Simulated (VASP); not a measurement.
# BAs (Pm-3m) in VASP: notebook

BAs is run at these levels: PBE; tasks: single point.

Everything below comes from runs of VASP 6.6.1. Logs are shortened: lines on timing, memory, paths and dates and some standing lists are left out, and cuts for length are marked.

## 1. The cell of the first run

It takes space group Pm-3m (No. 221, cubic). The conventional cell has a = 2.849 Å, b = 2.849 Å, c = 2.849 Å, α = 90.00°, β = 90.00°, γ = 90.00°. B (site symmetry m-3m) has 8 As at 2.47 Å and 6 B at 2.85 Å within 3.3 Å. As (site symmetry m-3m) has 8 B at 2.47 Å and 6 As at 2.85 Å within 3.3 Å.

## 2. Single point, PBE

File INCAR:

```
SYSTEM = BAs
PREC     = Accurate       ! precision mode
ENCUT    = 500            ! plane-wave cutoff, eV
EDIFF    = 1E-6           ! SCF threshold, eV
ISMEAR   = 0              ! smearing method
SIGMA    = 0.05           ! smearing width, eV
LREAL    = .False.        ! projectors in reciprocal space
LASPH    = .True.         ! aspherical terms in the spheres
NELM     = 120            ! most SCF steps
ALGO     = Normal         ! electronic algorithm
ISIF     = 2              ! what is computed and relaxed
LWAVE    = .False.        ! write WAVECAR
LCHARG   = .False.        ! write CHGCAR
GGA      = PE             ! functional
NBANDS   = 11             ! bands
GGA_COMPAT= .False.
```

File KPOINTS:

```
Automatic mesh
0
Gamma
  6 6 6
  0 0 0
```

File POSCAR:

```
BAs
1.0
    2.8492235785      0.0000000000      0.0000000000
    0.0000000000      2.8492235785      0.0000000000
    0.0000000000      0.0000000000      2.8492235785
B As
1 1
Direct
    0.0000000000      0.0000000000      0.0000000000
    0.5000000000      0.5000000000      0.5000000000
```

Potentials or basis: VASP PAW PBE potentials, release 64 (B, As).

Launch:

```console
> cat potpaw_PBE.64/B/POTCAR potpaw_PBE.64/As/POTCAR > POTCAR
> mpirun -np 1 vasp_std > vasp.out
```

OUTCAR:

```text
SYSTEM = BAs
   PREC = Accurate
   ENCUT = 500
   EDIFF = 1E-6
   ISMEAR = 0
   LREAL = .False.
   LASPH = .True.
   NELM = 120
   ISIF = 2
   GGA = PE

 ion  position               nearest neighbor table
   1  0.000  0.000  0.000-   2 2.47   2 2.47   2 2.47   2 2.47   2 2.47   2 2.47   2 2.47   2 2.47

   2  0.500  0.500  0.500-   1 2.47   1 2.47   1 2.47   1 2.47   1 2.47   1 2.47   1 2.47   1 2.47

  LATTYP: Found a simple cubic cell.
 ALAT       =     2.8492235785

  Lattice vectors:

 A1 = (   2.8492235785,   0.0000000000,   0.0000000000)
 A2 = (   0.0000000000,   2.8492235785,   0.0000000000)
 A3 = (   0.0000000000,   0.0000000000,   2.8492235785)

Analysis of symmetry for initial positions (statically):
=====================================================================
 Subroutine PRICEL returns:
 Original cell was already a primitive cell.

 Routine SETGRP: Setting up the symmetry group for a
 simple cubic supercell.

 Subroutine GETGRP returns: Found 48 space group operations
 (whereof 48 operations were pure point group operations)
 out of a pool of 48 trial point group operations.

The static configuration has the point symmetry O_h .

Analysis of symmetry for dynamics (positions and initial velocities):
=====================================================================
 Subroutine PRICEL returns:
 Original cell was already a primitive cell.

 Routine SETGRP: Setting up the symmetry group for a
 simple cubic supercell.

 Subroutine GETGRP returns: Found 48 space group operations
 (whereof 48 operations were pure point group operations)
 out of a pool of 48 trial point group operations.

The dynamic configuration has the point symmetry O_h .

 Subroutine INISYM returns: Found 48 space group operations
 (whereof 48 operations are pure point group operations),
 and found     1 'primitive' translations

----------------------------------------------------------------------------------------

                                     Primitive cell

  volume of cell :      23.1302

  direct lattice vectors                    reciprocal lattice vectors
     2.849223579  0.000000000  0.000000000     0.350972808  0.000000000  0.000000000
     0.000000000  2.849223579  0.000000000     0.000000000  0.350972808  0.000000000
     0.000000000  0.000000000  2.849223579     0.000000000  0.000000000  0.350972808

  length of vectors
     2.849223579  2.849223579  2.849223579     0.350972808  0.350972808  0.350972808
[... 83 lines left out ...]
   ISYM   =      2    0-nonsym 1-usesym 2-fastsym
   POTIM  = 0.5000    time-step for ionic-motion
   TEBEG  =    0.0;   TEEND  =   0.0 temperature during run
   PSTRESS=    0.0 pullay stress
   NELECT =       8.0000    total number of electrons
   NUPDOWN=      -1.0000    fix difference up-down
   EMIN   =  10.00;   EMAX   =-10.00  energy-range for DOS
   EFERMI =   0.00;   METHOD = LEGACY
   ISMEAR =     0;   SIGMA  =   0.05  broadening in eV -4-tet -1-fermi 0-gaus
   EFERMI_NEDOS =   21; number of points for ismear=-14 and -15
   IALGO  =     38    algorithm
   IMIX   =      4    mixing-type and parameters
     AMIX     =   0.40;   BMIX     =  1.00
     AMIX_MAG =   1.60;   BMIX_MAG =  1.00
  volume/ion in A,a.u.               =      11.57        78.05
  Fermi-wavevector in a.u.,A,eV,Ry     =   1.149154  2.171586 17.967246  1.320555
  Thomas-Fermi vector in A             =   2.285825
   LORBIT       =      0    0 simple, 1 ext, 2 COOP (PROOUT), +10 PAW based schemes
   GGA     = PE    functional components
   LHFCALC =     F    Hartree Fock is set to
   AEXX    =    0.0000 exact exchange contribution
   IVDW    =     0    specifies the selected vdW correction
   LEPSILON=     F    determine dielectric tensor
   LRPA    =     F    only Hartree local field effects (RPA)
 non-spin polarized calculation
 Gauss-broadening in eV      SIGMA  =   0.05
  energy-cutoff  :      500.00
  volume of cell :       23.13
 maximum number of plane-waves:       624
 NGX is ok and might be reduce to    24
   NGX = 11   NGY = 11   NGZ = 11

 number of electron       8.0000000 magnetization

 Free energy of the ion-electron system (eV)
  ---------------------------------------------------
  ext. energy  EPLUGINS =         0.00000000
  ---------------------------------------------------
  free energy    TOTEN  =        -8.29123446 eV

  energy without entropy =       -8.28986004  energy(sigma->0) =       -8.29054725

 E-fermi :   8.2523     XC(G=0): -11.8180

 val. band max:        8.2101569183   @ k =   0.1667   0.1667   0.0000
 cond. band min:       8.2780937727   @ k =   0.5000   0.5000   0.3333
 fundamental gap:      0.0679368545
 Fermi energy:         8.2522966007

 k-point     1 :       0.0000    0.0000    0.0000
  band No.  band energies     occupation
      1      -8.4062      2.00000
      2       7.2512      2.00000
      3       7.2512      2.00000
      4       7.2512      2.00000
      5       8.7724      0.00000
      6      13.7786      0.00000
      7      13.7786      0.00000
      8      18.4832      0.00000
      9      18.4832      0.00000
     10      18.4832      0.00000
     11      27.9316      0.00000
[... 253 lines left out ...]
 k-point    20 :       0.5000    0.5000    0.5000
  band No.  band energies     occupation
      1       1.3362      2.00000
      2       4.8733      2.00000
      3       4.8733      2.00000
      4       4.8733      2.00000
      5       5.8019      2.00000
      6       5.8465      2.00000
      7       5.8465      2.00000
      8       5.8465      2.00000
      9      28.8645      0.00000
     10      28.8645      0.00000
     11      28.8645      0.00000

------------------------ aborting loop because EDIFF is reached ----------------------------------------

  FORCE on cell =-STRESS in cart. coord.  units (eV):
  Direction    XX          YY          ZZ          XY          YZ          ZX
  --------------------------------------------------------------------------------------
  -------------------------------------------------------------------------------------
  Total        1.9690888      1.9690888      1.9690888      0.0000000      0.0000000      0.0000000
  in kB      136.3943222    136.3943222    136.3943222      0.0000000      0.0000000      0.0000000
  external PRESSURE =     136.3943222 kB  Pullay stress =       0.0000000 kB

 VOLUME and BASIS-vectors are now :
 -----------------------------------------------------------------------------
  energy-cutoff  :      500.00
  volume of cell :       23.13
      direct lattice vectors                 reciprocal lattice vectors
     2.849223579  0.000000000  0.000000000     0.350972808  0.000000000  0.000000000
     0.000000000  2.849223579  0.000000000     0.000000000  0.350972808  0.000000000
     0.000000000  0.000000000  2.849223579     0.000000000  0.000000000  0.350972808

 POSITION                                       TOTAL-FORCE (eV/Angst)
 -----------------------------------------------------------------------------------
      0.00000      0.00000      0.00000         0.000000      0.000000      0.000000
      1.42461      1.42461      1.42461         0.000000      0.000000      0.000000
 -----------------------------------------------------------------------------------
    total drift:                                0.000000     -0.000000     -0.000000

  FREE ENERGIE OF THE ION-ELECTRON SYSTEM (eV)
  ---------------------------------------------------
  free  energy   TOTEN  =        -8.2912344611 eV

  energy  without entropy=       -8.2898600408  energy(sigma->0) =       -8.29054725
```

OSZICAR:

```text
N       E                     dE             d eps       ncg     rms          rms(c)
DAV:   1     0.127410804995E+02    0.12741E+02   -0.38408E+03   440   0.637E+02
DAV:   2    -0.776812663540E+01   -0.20509E+02   -0.19504E+02   588   0.992E+01
DAV:   3    -0.842351130438E+01   -0.65538E+00   -0.65416E+00   526   0.158E+01
DAV:   4    -0.842455251375E+01   -0.10412E-02   -0.10412E-02   506   0.735E-01
DAV:   5    -0.842455298568E+01   -0.47192E-06   -0.47214E-06   515   0.186E-02    0.379E+00
DAV:   6    -0.829724606059E+01    0.12731E+00   -0.38748E-01   458   0.233E+00    0.208E+00
DAV:   7    -0.829224988520E+01    0.49962E-02   -0.37928E-02   503   0.959E-01    0.100E+00
DAV:   8    -0.829137909854E+01    0.87079E-03   -0.36030E-03   467   0.353E-01    0.634E-02
DAV:   9    -0.829123404927E+01    0.14505E-03   -0.79251E-04   482   0.114E-01    0.216E-02
DAV:  10    -0.829123475822E+01   -0.70894E-06   -0.28258E-05   497   0.333E-02    0.322E-03
DAV:  11    -0.829123446113E+01    0.29709E-06   -0.16822E-06   319   0.686E-03
   1 F= -.82912345E+01 E0= -.82905473E+01  d E =-.137442E-02
```

Run time: 6.5 s. Hardware: 1 thread of AMD EPYC 7R13, shared host; peak memory 0.11 GiB.

What came out:

```yaml
Free_energy: -8.2912 eV
Pressure: 13.6 GPa
Band_gap_on_the_k_mesh: zero (band 4 reaches 11.09 eV, above the bottom of band 5 at 5.80 eV)
```

Caveat: the k points lie up to 0.37 Å⁻¹ apart.

## 3. Single point, PBE

This run uses another cell than the first one, of 12.84 Å³/atom, 1.110 times its volume.

File INCAR:

```
PREC = Accurate
ENCUT = 500
EDIFF = 1E-6
ISMEAR = 0
SIGMA = 0.05
LREAL = False
LASPH = True
NELM = 120
ALGO = Normal
ISIF = 2
LWAVE = False
LCHARG = False
GGA = PE
NBANDS = 11
GGA_COMPAT = False
```

File KPOINTS:

```
regular mesh
0
Gamma
  6 6 6
```

File POSCAR:

```
BAs
1.0
    2.9504399186      0.0000000000      0.0000000000
    0.0000000000      2.9504399186      0.0000000000
    0.0000000000      0.0000000000      2.9504399186
B As
1 1
Direct
    0.0000000000      0.0000000000      0.0000000000
    0.5000000000      0.5000000000      0.5000000000
```

Potentials or basis: VASP PAW PBE potentials, release 64 (B, As).

Launch:

```console
> cat potpaw_PBE.64/B/POTCAR potpaw_PBE.64/As/POTCAR > POTCAR
> mpirun -np 1 vasp_std > vasp.out
```

It took 8 s on 1 thread of AMD EPYC 7R13, shared host; peak memory 0.11 GiB.

It converged, with:

| Property | Result |
| --- | --- |
| Free energy | -8.3849 eV |
| Pressure | -0.6 GPa |
| Band gap on the k mesh | zero (band 4 reaches 9.79 eV, above the bottom of band 5 at 4.37 eV) |

Levels at points of the mesh, in eV from the Fermi level:
```
           k point  band 1  band 2  band 3  band 4  band 5  band 6  band 7  band 8  band 9
(0.00, 0.00, 0.00)  -15.65   -0.90   -0.90   -0.90   -0.46    5.60    5.60    9.07    9.07
(0.50, 0.00, 0.00)  -12.76   -9.98    2.73    2.73    3.13    3.13    3.22    4.35    8.85
(0.50, 0.50, 0.00)   -9.88   -6.75   -6.75   -5.51    3.99    4.95    6.99    6.99   12.03
(0.50, 0.50, 0.50)   -7.42   -3.07   -3.07   -3.07   -2.69   -1.98   -1.98   -1.98   19.11
```

## 4. Single point, PBE

This run uses another cell than the first one, of 12.75 Å³/atom, 1.102 times its volume.

INCAR is that of step 3.

KPOINTS is that of step 3.

File POSCAR:

```
BAs
1.0
    2.9433469261      0.0000000000      0.0000000000
    0.0000000000      2.9433469261      0.0000000000
    0.0000000000      0.0000000000      2.9433469261
B As
1 1
Direct
    0.0000000000      0.0000000000      0.0000000000
    0.5000000000      0.5000000000      0.5000000000
```

Launch:

```console
> cat potpaw_PBE.64/B/POTCAR potpaw_PBE.64/As/POTCAR > POTCAR
> mpirun -np 1 vasp_std > vasp.out
```

Wall time 8.4 s (1 thread of AMD EPYC 7R13, shared host); peak memory 0.11 GiB.

It converged, with:

```
Free energy            : -8.3851 eV
Pressure               : 0.2 GPa
Band gap on the k mesh : zero (band 4 reaches 9.87 eV, above the bottom of band 5 at 4.47 eV)
```

Levels at points of the mesh, in eV from the Fermi level:
```csv
k point,band 2,band 3,band 4,band 5,band 6,band 7
"(0.00, 0.00, 0.00)",-0.90,-0.90,-0.90,-0.40,5.60,5.60
"(0.50, 0.00, 0.00)",-10.04,2.74,2.74,3.16,3.16,3.27
"(0.50, 0.50, 0.00)",-6.80,-6.80,-5.53,4.01,5.01,7.04
"(0.50, 0.50, 0.50)",-3.09,-3.09,-3.09,-2.67,-2.01,-2.01
```

## 5. Overview

```tsv
cell	gap on the mesh (eV)	pressure (GPa)
a = 2.849 Å, 2 atoms	none	13.6
a = 2.950 Å, 2 atoms	none	-0.6
a = 2.943 Å, 2 atoms	none	0.2
```

Alike in all rows: task single point; level PBE; potentials or basis VASP PAW PBE potentials, release 64 (B, As); no spin polarisation; k mesh 6 × 6 × 6; cutoff (eV) 500; smearing gaussian 0.05 eV.

Caveats: some runs use coarse meshes.

Absolute energies hang on the potentials; compare differences alone.
